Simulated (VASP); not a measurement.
Runs of VASP 6.6.1 on HfN. The structure is that of space group Fm-3m (No. 225), or close to it. The cells are those of the table. 

```csv
cell,gap on the mesh (eV),pressure (GPa)
"a = 3.167, b = 3.223, c = 3.195 Å, angles 59.1, 60.9, 60.0°, 2 atoms",none,-0.6
"a = 3.227, b = 3.163, c = 3.195 Å, angles 61.0, 59.0, 60.0°, 2 atoms",none,-0.4
"a = 3.191, b = 3.199, c = 3.195 Å, angles 59.9, 60.1, 60.0°, 2 atoms",none,-1.2
"a = 3.175, b = 3.215, c = 3.195 Å, angles 59.4, 60.6, 60.0°, 2 atoms",none,(a)
"a = 3.183, b = 3.207, c = 3.195 Å, angles 59.6, 60.4, 60.0°, 2 atoms",none,(b)
"a = 3.171, b = 3.219, c = 3.195 Å, angles 59.3, 60.7, 60.0°, 2 atoms",none,-0.8
```

Alike in all rows: task single point; level r2SCAN; potentials or basis VASP PAW PBE potentials, release 64 (Hf_pv, N); no spin polarisation; k mesh 18 × 18 × 18; cutoff (eV) 520; smearing gaussian 0.15 eV.

Q: Fill in the values left out.

A: (a) -0.9; (b) -1.1.

Caveats: the PAW data sets were made with another functional, which shifts forces and pressure a little; spin-orbit coupling is left out, which moves the levels of the heavy elements.

A k mesh can miss the band edges, and the runs leave out spin-orbit coupling on Hf.

A gap of «none» marks levels without a gap at the run's occupations.
